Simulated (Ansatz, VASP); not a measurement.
# Ge in VASP and in Ansatz

```
Ge
1.0
     0.00000    2.83788    2.83788
     2.83788    0.00000    2.83788
     2.83788    2.83788    0.00000
Ge
2
Direct
  0.00000 0.00000 0.00000
  0.25000 0.25000 0.25000
```

Alike in both runs: task single point; functional r2SCAN; k mesh 14 × 14 × 14; occupations gaussian, width 0.1 eV; no spin polarisation.

|  | VASP | Ansatz |
| --- | --- | --- |
| version | VASP 6.6.1 | Ansatz 0.2.0 |
| potentials or method | VASP PAW PBE potentials, release 64 (Ge_d), cutoff 520 eV | scalar-relativistic, plane waves, PAW |
| valence electrons in the cell | 28 | 28 |

```tsv
	VASP	Ansatz	Ansatz less VASP
gap on the k mesh at the Fermi level (eV)	0.31	0.35	+0.038
least direct gap on the mesh (eV)	0.31	0.35	+0.038
pressure (GPa)	0.0	0.0	-0.04
```

VASP's potentials were made for PBE, not for r2SCAN.
